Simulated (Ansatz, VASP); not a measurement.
**Ni in VASP and in Ansatz**

```
CELL_PARAMETERS angstrom
2.44802 0.00000 0.00000
-1.22401 2.12005 0.00000
0.00000 0.00000 4.07281
ATOMIC_POSITIONS crystal
Ni 0.33333 0.66667 0.25000
Ni 0.66667 0.33333 0.75000
```

Alike in both runs: task single point; functional LDA; k mesh 8 × 8 × 5; collinear spin.

|  | VASP | Ansatz |
| --- | --- | --- |
| version | VASP 6.6.1 | Ansatz 0.2.0 |
| potentials or method | VASP PAW LDA potentials, release 64 (Ni), cutoff 520 eV | plane waves, PAW |
| occupations | fermi-dirac, width 0.1 eV | fermi-dirac |
| valence electrons in the cell | 20 | 36 |

Ansatz gave:

| Quantity | Value |
| --- | --- |
| pressure (GPa) | -10.3 |
| traceless stress, the component that is largest in VASP (GPa) | -2.72 |
| net moment per atom (μB) | 0.65 |
| size of the moment on the site where the two differ most (μB) | 0.68 |

Problem. What did VASP give for the same quantities?

Solution. Pressure (GPa): -10.3; traceless stress, the component that is largest in VASP (GPa): -2.79; net moment per atom (μB): 0.64; size of the moment on the site where the two differ most (μB): 0.64.

LDA's correlation is that of Perdew and Zunger in VASP and of Perdew and Wang (1992) in Ansatz. Site moments also hang on the region over which each program counts them. VASP's potentials hold 20 valence electrons a cell and Ansatz's 36, so a difference there can come from the potentials and not from the codes.

The k mesh is coarse, so the values compare programs but aren't converged.
